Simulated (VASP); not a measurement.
CdHg: electric field gradients with LDA

CdHg:

```xyz
4
Lattice="2.9931 0.0000 0.0000 -1.4965 2.5921 0.0000 0.0000 0.0000 10.7633" Properties=species:S:1:pos:R:3 pbc="T T T"
Cd    0.0000    0.0000    0.0000
Cd    0.0000    0.0000    5.3816
Hg    0.0000    1.7281    2.6908
Hg    1.4965    0.8640    8.0725
```

- Program: VASP 6.6.1
- Task: electric field gradients
- Functional: LDA
- Potentials or basis: VASP PAW LDA potentials, release 64 (Cd, Hg)
- Cutoff: 520 eV
- k mesh: 18 × 18 × 4
- Occupations: fermi-dirac, width 0.15 eV
- Spin: no spin polarisation
- Dipole correction: no
- Further INCAR settings: ALGO = Fast; EDIFF = 1e-08; NBANDS = 32

```
Pressure                                : 0.7 GPa
Band gap on the k mesh                  : zero (bands 24 and 25 overlap by 3.92 eV)
Largest electric field gradient by atom : Cd +70.2; Hg +89.9 V/Å²
```

Stress tensor (GPa, compression positive):
```
0.78 0.00 0.00
0.00 0.78 0.00
0.00 0.00 0.50
```

Levels at points of the mesh, in eV from the Fermi level:
| k point | band 22 | band 23 | band 24 | band 25 | band 26 | band 27 |
| --- | --- | --- | --- | --- | --- | --- |
| (0.00, 0.00, 0.00) | -6.60 | -6.60 | -2.97 | -2.56 | 4.70 | 4.96 |
| (0.50, 0.00, 0.00) | -2.21 | -1.60 | -1.59 | -0.67 | 0.09 | 2.05 |
| (0.00, 0.00, 0.50) | -6.63 | -5.58 | -5.58 | 0.76 | 0.76 | 9.16 |
| (0.50, 0.00, 0.50) | -2.28 | -1.85 | -1.85 | 0.43 | 0.43 | 1.47 |

Electric field gradients, principal values (V/Å²):
| atom | least | middle | greatest (by size) |
| --- | --- | --- | --- |
| 1 Cd | -35.101 | -35.103 | 70.204 |
| 2 Cd | -35.101 | -35.103 | 70.204 |
| 3 Hg | -44.930 | -44.931 | 89.862 |
| 4 Hg | -44.930 | -44.931 | 89.862 |

Wall time 5.6 min on 1 thread of AMD EPYC 7R43 64-Core Processor (Zen 3) (shared host), peak memory 0.33 GiB.

Caveat: without QUAD_EFG the Cq values of the log hold for a quadrupole moment of 1 mb, not for the nuclei; spin-orbit coupling is left out, which moves the levels of the heavy elements.
